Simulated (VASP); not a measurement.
Wanted: the native input for a VASP 6.6.1 run.

```
Task                   : single point
Functional             : PBE
Potentials or basis    : VASP PAW PBE potentials, release 64 (Te, Pb_d)
Cutoff                 : 520 eV
k mesh                 : 6 × 6 × 6
Occupations            : gaussian, width 0.01 eV
Spin                   : no spin polarisation
Dipole correction      : no
Further INCAR settings : ALGO = Normal; EDIFF = 1e-07; NBANDS = 17
```

The structure of TePb lies in POSCAR:

```
TePb
1.0
    0.0000000000      3.1650427173      3.1650427173
    3.1650427173      0.0000000000      3.1650427173
    3.1650427173      3.1650427173      0.0000000000
Te Pb
1 1
Direct
    0.5000000000      0.5000000000      0.5000000000
    0.0000000000      0.0000000000      0.0000000000
```

The input as run:

INCAR

```
ALGO = Normal
EDIFF = 1E-7
ENCUT = 520
GGA = PE
ISIF = 2
ISMEAR = 0
LASPH = True
LCHARG = False
LREAL = False
LWAVE = False
NBANDS = 17
NELM = 60
PREC = Accurate
SIGMA = 0.01
```

KPOINTS

```
k-points
0
Gamma
  6 6 6
```

Potentials or basis: VASP PAW PBE potentials, release 64 (Te, Pb_d).

Command:

```console
$ cat potpaw_PBE.64/Te/POTCAR potpaw_PBE.64/Pb_d/POTCAR > POTCAR
$ mpirun -np 1 vasp_std > vasp.out
```

Results of the run:

| Property | Result |
| --- | --- |
| Pressure | 5.5 GPa |
| Band gap on the k mesh | 0.59 eV, direct |

Caveat: spin-orbit coupling is left out, which moves the levels of the heavy elements.

Run time: 15 s on 1 thread of Intel(R) Xeon(R) 6975P-C (Granite Rapids) (shared host), peak memory 0.19 GiB.
